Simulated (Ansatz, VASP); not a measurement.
# Ge in VASP and in Ansatz

File INCAR:

```
PREC = Accurate
ENCUT = 500
EDIFF = 1E-6
ISMEAR = -1
SIGMA = 0.1
LREAL = False
LASPH = True
NELM = 200
ALGO = Normal
ISIF = 2
LWAVE = False
LCHARG = False
MAGMOM = 0 0 0
LORBIT = 11
LSORBIT = True
GGA_COMPAT = False
LORBMOM = True
GGA = PE
NBANDS = 25
```

The input KPOINTS:

```
Automatic mesh
0
Gamma
  12 12 12
```

The input POSCAR:

```
Ge
1.0
    2.7137598632      0.0000000000      0.0000000000
    0.0000000000      2.7137598632      0.0000000000
    0.0000000000      0.0000000000      2.7137598632
Ge
1
Direct
    0.0000000000      0.0000000000      0.0000000000
```

Input for Ansatz:

```yaml
crystal:
  lattice:
    - [2.7137598632, 0.0, 0.0]
    - [0.0, 2.7137598632, 0.0]
    - [0.0, 0.0, 2.7137598632]
  atoms:
    - { symbol: Ge, position: [0.0, 0.0, 0.0] }
hamiltonian:
  xc: pbe
  pseudopotentials:
    kind: paw_fr
    azcp:
      Ge: "pseudopotentials/Ge.paw.azcp"
basis:
  ecutwfc: 420
  fft_grid_basis: typed
kpoints:
  mp_grid: { grid: [12, 12, 12], shift: [0, 0, 0] }
magnetization:
  noncollinear: true
  spin_orbit: true
scf:
  occupations: { method: fermi_dirac, width: 0.1 }
```

Alike in both runs: task single point; functional PBE; k mesh 12 × 12 × 12; occupations fermi-dirac, width 0.1 eV; non-collinear spin, spin-orbit coupling.

|  | VASP | Ansatz |
| --- | --- | --- |
| version | VASP 6.6.1 | Ansatz 0.2.0 |
| potentials or method | VASP PAW PBE potentials, release 64 (Ge_d), cutoff 500 eV | plane waves (420 eV) with PAW, fully relativistic with spin-orbit coupling |
| valence electrons in the cell | 14 | 14 |

```tsv
	VASP	Ansatz	Ansatz less VASP
net moment per atom (μB)	0.00	0.00	0.000
```

The functional is the same, so the differences come from potentials, cutoffs and numerics.
